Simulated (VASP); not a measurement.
# Si (P1) in VASP: single point with PBE

Aim: the single point of Si with PBE.

All numbers are computed with VASP 6.6.1; they aren't measurements. Logs are shortened: lines on timing, memory, paths and dates and some standing lists are left out, and cuts for length are marked.

**1. The cell of the first run**

The typed cell holds 8 atoms: a = 5.431 Å, b = 5.431 Å, c = 5.431 Å, α = 90.00°, β = 90.00°, γ = 90.00°.

**2. Single point, PBE**

Contents of INCAR:

```
SYSTEM = Si
ALGO = Normal ; EDIFF = 1E-6
ENCUT = 520 ; GGA = PE
ISIF = 2 ; ISMEAR = 0
LASPH = .TRUE. ; LCHARG = .FALSE.
LREAL = .FALSE. ; LWAVE = .FALSE.
NBANDS = 26 ; NELM = 80
PREC = Accurate ; SIGMA = 0.01
```

Contents of KPOINTS:

```
k-points
0
G
  1 1 1
  0 0 0
```

Contents of POSCAR:

```
Si
1.0
    5.4310000000      0.0000000000      0.0000000000
    0.0000000000      5.4310000000      0.0000000000
    0.0000000000      0.0000000000      5.4310000000
Si
8
Direct
    0.0101740000     -0.0000450000      0.0001290000
   -0.0001010000      0.4899930000      0.4999090000
    0.5000170000     -0.0001700000      0.5149670000
    0.4999260000      0.4998160000      0.0001260000
    0.2501650000      0.2598600000      0.2500530000
    0.2500110000      0.7499700000      0.7400360000
    0.7600640000      0.2499110000      0.7499450000
    0.7500030000      0.7501970000      0.2501720000
```

Potentials or basis: VASP PAW PBE potentials, release 64 (Si).

On the command line:

```
$ cat potpaw_PBE.64/Si/POTCAR > POTCAR
$ mpirun -np 1 vasp_gam > vasp.out
```

OUTCAR:

```text
SYSTEM = Si
   EDIFF = 1E-6
   ENCUT = 520
   GGA = PE
   ISIF = 2
   ISMEAR = 0
   LASPH = .TRUE.
   LREAL = .FALSE.
   NELM = 80
   PREC = Accurate

 ion  position               nearest neighbor table
   1  0.010  1.000  0.000-   5 2.35   7 2.35   6 2.35   8 2.38
   2  1.000  0.490  0.500-   7 2.29   5 2.29   6 2.35   8 2.38
   3  0.500  1.000  0.515-   6 2.28   7 2.34   8 2.40   5 2.43
   4  0.500  0.500  0.000-   5 2.32   8 2.35   6 2.38   7 2.38
   5  0.250  0.260  0.250-   2 2.29   4 2.32   1 2.35   3 2.43
   6  0.250  0.750  0.740-   3 2.28   1 2.35   2 2.35   4 2.38
   7  0.760  0.250  0.750-   2 2.29   3 2.34   1 2.35   4 2.38
   8  0.750  0.750  0.250-   4 2.35   2 2.38   1 2.38   3 2.40

  LATTYP: Found a simple cubic cell.
 ALAT       =     5.4310000000

  Lattice vectors:

 A1 = (   5.4310000000,   0.0000000000,   0.0000000000)
 A2 = (   0.0000000000,   5.4310000000,   0.0000000000)
 A3 = (   0.0000000000,   0.0000000000,   5.4310000000)

Analysis of symmetry for initial positions (statically):
=====================================================================
 Subroutine PRICEL returns:
 Original cell was already a primitive cell.

 Routine SETGRP: Setting up the symmetry group for a
 simple cubic supercell.

 Subroutine GETGRP returns: Found  1 space group operations
 (whereof  1 operations were pure point group operations)
 out of a pool of 48 trial point group operations.

The static configuration has the point symmetry C_1 .

Analysis of symmetry for dynamics (positions and initial velocities):
=====================================================================
 Subroutine PRICEL returns:
 Original cell was already a primitive cell.

 Routine SETGRP: Setting up the symmetry group for a
 simple cubic supercell.

 Subroutine GETGRP returns: Found  1 space group operations
 (whereof  1 operations were pure point group operations)
 out of a pool of 48 trial point group operations.

The dynamic configuration has the point symmetry C_1 .

 Subroutine INISYM returns: Found  1 space group operations
 (whereof  1 operations are pure point group operations),
 and found     1 'primitive' translations

----------------------------------------------------------------------------------------

                                     Primitive cell

  volume of cell :     160.1915

  direct lattice vectors                    reciprocal lattice vectors
     5.431000000  0.000000000  0.000000000     0.184128153  0.000000000  0.000000000
     0.000000000  5.431000000  0.000000000     0.000000000  0.184128153  0.000000000
     0.000000000  0.000000000  5.431000000     0.000000000  0.000000000  0.184128153

  length of vectors
     5.431000000  5.431000000  5.431000000     0.184128153  0.184128153  0.184128153

  position of ions in fractional coordinates (direct lattice)
     0.010174000  0.999955000  0.000129000
     0.999899000  0.489993000  0.499909000
     0.500017000  0.999830000  0.514967000
     0.499926000  0.499816000  0.000126000
     0.250165000  0.259860000  0.250053000
     0.250011000  0.749970000  0.740036000
     0.760064000  0.249911000  0.749945000
     0.750003000  0.750197000  0.250172000

  ion indices of the primitive-cell ions
   primitive index   ion index
                 1           1
                 2           2
                 3           3
                 4           4
                 5           5
                 6           6
                 7           7
                 8           8

----------------------------------------------------------------------------------------

 KPOINTS: k-points

Automatic generation of k-mesh.
 Grid dimensions read from file:
 generate k-points for:    1    1    1

 Generating k-lattice:

  Cartesian coordinates                     Fractional coordinates (reciprocal lattice)
     0.184128153  0.000000000  0.000000000     1.000000000  0.000000000  0.000000000
     0.000000000  0.184128153  0.000000000     0.000000000  1.000000000  0.000000000
     0.000000000  0.000000000  0.184128153     0.000000000  0.000000000  1.000000000

  Length of vectors
     0.184128153  0.184128153  0.184128153

  Shift w.r.t. Gamma in fractional coordinates (k-lattice)
     0.000000000  0.000000000  0.000000000

 Subroutine IBZKPT returns following result:
 ===========================================

 Found      1 irreducible k-points:

 Following reciprocal coordinates:
            Coordinates               Weight
  0.000000  0.000000  0.000000      1.000000
   k-points           NKPTS =      1   k-points in BZ     NKDIM =      1   number of bands    NBANDS=     26
   number of dos      NEDOS =    301   number of ions     NIONS =      8
   total plane-waves  NPLWV =  64000
   dimension x,y,z NGX =    40 NGY =   40 NGZ =   40
   dimension x,y,z NGXF=    80 NGYF=   80 NGZF=   80
   ions per type =               8
   NGX,Y,Z   is equivalent  to a cutoff of  12.24, 12.24, 12.24 a.u.
   NGXF,Y,Z  is equivalent  to a cutoff of  24.49, 24.49, 24.49 a.u.
 SYSTEM =  Si
   PREC   = accura    normal or accurate (medium, high low for compatibility)
   ISTART =      0    job   : 0-new  1-cont  2-samecut
   ICHARG =      2    charge: 1-file 2-atom 10-const
   ISPIN  =      1    spin polarized calculation?
   LNONCOLLINEAR =      F non collinear calculations
   LSORBIT =      F    spin-orbit coupling
   LASPH  =      T    aspherical Exc in radial PAW
   ENCUT  =  520.0 eV  38.22 Ry    6.18 a.u.  10.10 10.10 10.10*2*pi/ulx,y,z
   NELM   =     80;   NELMIN=  2; NELMDL= -5     # of ELM steps
   EDIFF  = 0.1E-05   stopping-criterion for ELM
   LREAL  =      F    real-space projection
   EDIFFG = 0.1E-04   stopping-criterion for IOM
   NSW    =      0    number of steps for IOM
   IBRION =     -1    ionic relax: 0-MD 1-quasi-New 2-CG
   NFREE  =      0    steps in history (QN), initial steepest desc. (CG)
   ISIF   =      2    stress and relaxation
   ISYM   =      2    0-nonsym 1-usesym 2-fastsym
   POTIM  = 0.5000    time-step for ionic-motion
   TEBEG  =    0.0;   TEEND  =   0.0 temperature during run
   PSTRESS=    0.0 pullay stress
   NELECT =      32.0000    total number of electrons
   NUPDOWN=      -1.0000    fix difference up-down
   EMIN   =  10.00;   EMAX   =-10.00  energy-range for DOS
   EFERMI =   0.00;   METHOD = LEGACY
   ISMEAR =     0;   SIGMA  =   0.01  broadening in eV -4-tet -1-fermi 0-gaus
   EFERMI_NEDOS =   21; number of points for ismear=-14 and -15
   IALGO  =     38    algorithm
   IMIX   =      4    mixing-type and parameters
     AMIX     =   0.40;   BMIX     =  1.00
     AMIX_MAG =   1.60;   BMIX_MAG =  1.00
  volume/ion in A,a.u.               =      20.02       135.13
  Fermi-wavevector in a.u.,A,eV,Ry     =   0.956999  1.808467 12.460868  0.915848
  Thomas-Fermi vector in A             =   2.085978
   LORBIT       =      0    0 simple, 1 ext, 2 COOP (PROOUT), +10 PAW based schemes
   GGA     = PE    functional components
   LHFCALC =     F    Hartree Fock is set to
   AEXX    =    0.0000 exact exchange contribution
   IVDW    =     0    specifies the selected vdW correction
   LEPSILON=     F    determine dielectric tensor
   LRPA    =     F    only Hartree local field effects (RPA)
 non-spin polarized calculation
 Gauss-broadening in eV      SIGMA  =   0.01
  energy-cutoff  :      520.00
  volume of cell :      160.19
 maximum number of plane-waves:      2169
   NGX = 21   NGY = 21   NGZ = 21

 number of electron      32.0000003 magnetization

 Free energy of the ion-electron system (eV)
  ---------------------------------------------------
  ext. energy  EPLUGINS =         0.00000000
  ---------------------------------------------------
  free energy    TOTEN  =       -33.06695829 eV

  energy without entropy =      -33.06695829  energy(sigma->0) =      -33.06695829

 E-fermi :   6.4084     XC(G=0):  -9.1987

 val. band max:        6.3216978652   @ k =   0.0000   0.0000   0.0000
 cond. band min:       6.5865152064   @ k =   0.0000   0.0000   0.0000
 fundamental gap:      0.2648173412
 Fermi energy:         6.4084260775

 k-point     1 :       0.0000    0.0000    0.0000
  band No.  band energies     occupation
      1      -5.8860      2.00000
      2      -1.9270      2.00000
      3      -1.8382      2.00000
      4      -1.7367      2.00000
      5      -1.6765      2.00000
      6      -1.5941      2.00000
[... 18 lines left out ...]
     25       8.7070      0.00000
     26       9.5222      0.00000

------------------------ aborting loop because EDIFF is reached ----------------------------------------

  FORCE on cell =-STRESS in cart. coord.  units (eV):
  Direction    XX          YY          ZZ          XY          YZ          ZX
  --------------------------------------------------------------------------------------
  -------------------------------------------------------------------------------------
  Total       10.9185498     10.6069371     10.7965112      1.4721076     -0.0749130     -1.0826185
  in kB      109.2033931    106.0867553    107.9828074     14.7234888     -0.7492528    -10.8279591
  external PRESSURE =     107.7576519 kB  Pullay stress =       0.0000000 kB

 VOLUME and BASIS-vectors are now :
 -----------------------------------------------------------------------------
  energy-cutoff  :      520.00
  volume of cell :      160.19
      direct lattice vectors                 reciprocal lattice vectors
     5.431000000  0.000000000  0.000000000     0.184128153  0.000000000  0.000000000
     0.000000000  5.431000000  0.000000000     0.000000000  0.184128153  0.000000000
     0.000000000  0.000000000  5.431000000     0.000000000  0.000000000  0.184128153

 POSITION                                       TOTAL-FORCE (eV/Angst)
 -----------------------------------------------------------------------------------
      0.05525      5.43076      0.00070         0.168696     -0.075790      0.004293
      5.43045      2.66115      2.71501        -0.317702      0.860034     -0.590206
      2.71559      5.43008      2.79679         0.317453      0.747845     -0.868542
      2.71510      2.71450      0.00068         0.221182      0.367422     -0.743259
      1.35865      1.41130      1.35804         0.488615     -0.777322      0.393224
      1.35781      4.07309      4.01914        -0.441253     -0.942525      0.544559
      4.12791      1.35727      4.07295        -0.228547     -0.320406      0.951258
      4.07327      4.07432      1.35868        -0.208444      0.140742      0.308674
 -----------------------------------------------------------------------------------
    total drift:                                0.000045      0.000003     -0.000030

  FREE ENERGIE OF THE ION-ELECTRON SYSTEM (eV)
  ---------------------------------------------------
  free  energy   TOTEN  =       -33.0669582937 eV

  energy  without entropy=      -33.0669582937  energy(sigma->0) =      -33.06695829
```

Wall time 7.7 s (1 thread of Intel Xeon Platinum 8375C at 2.90GHz (Ice Lake), shared host); peak memory 0.21 GiB.

What came out:

- Free energy: -33.0670 eV
- Pressure: 10.8 GPa
- Largest force: 1.189 eV/Å
- Band gap on the k mesh: 0.26 eV

Forces on the atoms (eV/Å):
```
Si   0.169 -0.076  0.004
Si  -0.318  0.860 -0.590
Si   0.317  0.748 -0.869
Si   0.221  0.367 -0.743
Si   0.489 -0.777  0.393
Si  -0.441 -0.943  0.545
Si  -0.229 -0.320  0.951
Si  -0.208  0.141  0.309
```

Stress tensor (GPa, compression positive):
```
10.92  1.47 -1.08
 1.47 10.61 -0.07
-1.08 -0.07 10.80
```

Caveat: the k points lie up to 1.16 Å⁻¹ apart; forces of over 1 eV/Å act on the atoms, so gaps and moduli don't describe the material at rest. A k mesh can miss the band edges.
